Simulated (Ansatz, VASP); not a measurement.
FeO2 in VASP and in Ansatz

INCAR

```
PREC     = Accurate       # precision mode
ENCUT    = 520            # plane-wave cutoff, eV
EDIFF    = 1E-6           # SCF threshold, eV
ISMEAR   = 0              # smearing method
SIGMA    = 0.05           # smearing width, eV
LREAL    = False          # projectors in reciprocal space
LASPH    = True           # aspherical terms in the spheres
NELM     = 150            # most SCF steps
ALGO     = Normal         # electronic algorithm
ISIF     = 2              # what is computed and relaxed
LWAVE    = False          # write WAVECAR
LCHARG   = False          # write CHGCAR
ISPIN    = 2              # spin polarisation
MAGMOM   = 4 -4 0 0 0 0   # initial moments
LORBIT   = 11             # projections on sites
LMAXMIX  = 4              # l up to which the mixer works
LDAU     = True           # DFT+U
LDAUTYPE = 1            
LDAUL    = 2 -1           # shell
LDAUU    = 5 0            # U, eV
LDAUJ    = 0.5 0        
LDAUPRINT= 1            
NBANDS   = 33             # bands
```

KPOINTS

```
regular mesh
0
Gamma
  8 8 8
```

POSCAR

```
FeO2
1.0
    1.4582520400     -0.8419222100      8.8176902600
   -1.4582520400     -0.8419222100      8.8176902600
    0.0000000000     -3.3676888400      8.8176902600
Fe O
2 4
Direct
    0.0000000000      0.0000000000      0.0000000000
    0.0000000000      0.0000000000      0.5000000000
    0.2520000000      0.2520000000      0.8740000000
    0.7480000000      0.7480000000      0.6260000000
    0.2520000000      0.2520000000      0.3740000000
    0.7480000000      0.7480000000      0.1260000000
```

Input for Ansatz:

```yaml
crystal:
  lattice:
    - [1.45825204, -0.84192221, 8.81769026]
    - [-1.45825204, -0.84192221, 8.81769026]
    - [0.0, -3.36768884, 8.81769026]
  atoms:
    - { symbol: Fe, position: [0.0, 0.0, 0.0], spin: 4.0 }
    - { symbol: O, position: [0.252, 0.252, 0.874] }
    - { symbol: O, position: [0.748, 0.748, 0.626] }
    - { symbol: Fe, position: [0.0, 0.0, 0.5], spin: -4.0 }
    - { symbol: O, position: [0.252, 0.252, 0.374] }
    - { symbol: O, position: [0.748, 0.748, 0.126] }
basis:
  ecutwfc: 420
  ecutrho_ratio: 4
kpoints:
  mp_grid: { grid: [8, 8, 8] }
hamiltonian:
  xc: lda
  hubbard:
    sites:
      - { site: 0, l: d, u: 5.0, j: 0.5 }
      - { site: 3, l: d, u: 5.0, j: 0.5 }
scf:
  occupations: { method: gaussian, width: 0.05 }
  lower_state_search: "off"
  max_iter: 150
output:
  forces: true
  stress: true
  eigenvalues: true
  populations: true
  hubbard: { sites: [{ site: 0, l: d }, { site: 3, l: d }] }
magnetization:
  spin_polarized: true
```

Alike in both runs: task single point; functional LDA; k mesh 8 × 8 × 8; occupations gaussian, width 0.05 eV; collinear spin; Hubbard terms Fe d U = 5.0 eV, J = 0.5 eV.

|  | VASP | Ansatz |
| --- | --- | --- |
| version | VASP 6.6.1 | Ansatz 0.2.0 |
| potentials or method | VASP PAW LDA potentials, release 64 (Fe, O), cutoff 520 eV | scalar-relativistic, plane waves, PAW |
| valence electrons in the cell | 40 | 56 |

VASP gave:

| Item | Value |
| --- | --- |
| gap on the k mesh at the Fermi level (eV) | none |
| pressure (GPa) | -16.3 |
| rms of the force components (eV/Å) | 0.941 |
| net moment per atom (μB) | 0.00 |
| size of the moment on the site where the two differ most (μB) | 3.82 |

Task: What did Ansatz give for the same quantities?

Result: gap on the k mesh at the Fermi level (eV): none; pressure (GPa): -13.1; rms of the force components (eV/Å): 0.878; net moment per atom (μB): 0.00; size of the moment on the site where the two differ most (μB): 3.52.

LDA's correlation is that of Perdew and Zunger in VASP and of Perdew and Wang (1992) in Ansatz. Site moments also hang on the region over which each program counts them. The programs project onto different local orbitals, so the same U acts differently, and such runs can settle in different states. A gap of «none» marks a metal or a gap that the smearing closes. VASP's potentials hold 40 valence electrons a cell and Ansatz's 56, so a difference there can come from the potentials and not from the codes. Ansatz's warnings: filled band counts differ across k points.
